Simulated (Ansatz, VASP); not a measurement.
## InB2As3: VASP beside Ansatz

```
CELL_PARAMETERS angstrom
4.76407 0.00000 0.00000
-2.38203 4.12580 0.00000
0.00000 0.00000 5.07273
ATOMIC_POSITIONS crystal
In 0.00000 0.00000 0.50000
B 0.33333 0.66667 0.50000
B 0.66667 0.33333 0.50000
As 0.33333 0.66667 0.00000
As 0.66667 0.33333 0.00000
As 0.00000 0.00000 0.00000
```

Alike in both runs: task single point; functional PBE; k mesh 12 × 12 × 8; occupations gaussian, width 0.1 eV; no spin polarisation.

|  | VASP | Ansatz |
| --- | --- | --- |
| version | VASP 6.6.1 | Ansatz 0.2.0 |
| potentials or method | VASP PAW PBE potentials, release 64 (In_d, B, As), cutoff 520 eV | scalar-relativistic, plane waves, PAW |
| valence electrons in the cell | 34 | 64 |

Ansatz gave:

```
gap on the k mesh at the Fermi level (eV) : none
pressure (GPa)                            : 0.0
```

Question: What did VASP give for the same quantities?

Answer: gap on the k mesh at the Fermi level (eV): none; pressure (GPa): 0.1.

A gap of «none» marks a metal or a gap that the smearing closes. VASP's potentials hold 34 valence electrons a cell and Ansatz's 64, so a difference there can come from the potentials and not from the codes.
